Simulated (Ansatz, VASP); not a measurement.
# In3Sb: VASP beside Ansatz

The input INCAR:

```
PREC = Accurate
ENCUT = 520
EDIFF = 1E-7
ISMEAR = 0
SIGMA = 0.15
LREAL = False
LASPH = True
NELM = 100
ALGO = Fast
ISIF = 2
LWAVE = False
LCHARG = False
GGA = PS
IVDW = 12
NBANDS = 30
```

KPOINTS

```
Automatic mesh
0
Gamma
  10 10 10
```

Contents of POSCAR:

```
In3Sb
1.0
    4.6402381084      0.0000000000      0.0000000000
    0.0000000000      4.1762142976      0.0000000000
    0.0000000000      0.0000000000      4.6402381084
In Sb
3 1
Direct
    0.5000000000      0.5000000000      0.0000000000
    0.5000000000      0.0000000000      0.5000000000
    0.0000000000      0.5000000000      0.5000000000
    0.0000000000      0.0000000000      0.0000000000
```

Input for Ansatz:

```yaml
crystal:
  lattice:
    - [4.6402381084, 0.0, 0.0]
    - [0.0, 4.1762142976, 0.0]
    - [0.0, 0.0, 4.6402381084]
  atoms:
    - { symbol: In, position: [0.5, 0.5, 0.0] }
    - { symbol: In, position: [0.5, 0.0, 0.5] }
    - { symbol: In, position: [0.0, 0.5, 0.5] }
    - { symbol: Sb, position: [0.0, 0.0, 0.0] }
basis:
  ecutwfc: 420
kpoints:
  mp_grid: { grid: [10, 10, 10] }
hamiltonian:
  xc: pbesol
  dispersion: d3bj
scf:
  occupations: { method: gaussian, width: 0.15 }
output:
  forces: true
  stress: true
  eigenvalues: true
```

Change from the starting cell: strain -0.1000 x Voigt [0, 1, 0, 0, 0, 0], atoms carried along.

Alike in both runs: task single point; functional PBEsol; dispersion D3(BJ); k mesh 10 × 10 × 10; occupations gaussian, width 0.15 eV; no spin polarisation.

|  | VASP | Ansatz |
| --- | --- | --- |
| version | VASP 6.6.1 | Ansatz 0.2.0 |
| potentials or method | VASP PAW PBE potentials, release 64 (In_d, Sb), cutoff 520 eV | scalar-relativistic, plane waves, PAW |
| valence electrons in the cell | 44 | 54 |

|  | VASP | Ansatz | Ansatz less VASP |
| --- | --- | --- | --- |
| gap on the k mesh at the Fermi level (eV) | none | none | - |
| pressure (GPa) | 7.5 | 7.3 | -0.20 |
| traceless stress, the component that is largest in VASP (GPa) | -0.54 | -0.54 | -0.003 |

VASP's potentials were made for PBE, not for PBEsol. A gap of «none» marks a metal or a gap that the smearing closes. VASP's potentials hold 44 valence electrons a cell and Ansatz's 54, so a difference there can come from the potentials and not from the codes.

Neither program's run includes spin-orbit coupling.
